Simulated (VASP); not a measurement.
Crystal: PbS.

```
CELL_PARAMETERS angstrom
0.00000 2.97057 2.97057
2.97057 0.00000 2.97057
2.97057 2.97057 0.00000
ATOMIC_POSITIONS crystal
Pb 0.00000 0.00000 0.00000
S 0.50000 0.50000 0.50000
```

Base run:

* Program: VASP 6.6.1
* Functional: PBE
* Potentials or basis: VASP PAW PBE potentials, release 64 (Pb_d, S)
* Cutoff: 520 eV
* k mesh: 8 × 8 × 8
* Occupations: fermi-dirac, width 0.02 eV
* Spin: no spin polarisation

Its results: band gap on the k mesh 0.38 eV; pressure 1.9 GPa.

Problem. The run is repeated on the same cell with these changes: functional from PBE to r2SCAN; occupations from fermi-dirac, width 0.02 eV to gaussian, width 0.01 eV. What comes out?

Solution. Band gap on the k mesh 0.64 eV; pressure 1.0 GPa.

Caveats: spin-orbit coupling is left out, which moves the levels of the heavy elements; the PAW data sets were made with another functional, which shifts forces and pressure a little (at least some runs).

A k mesh can miss the band edges.
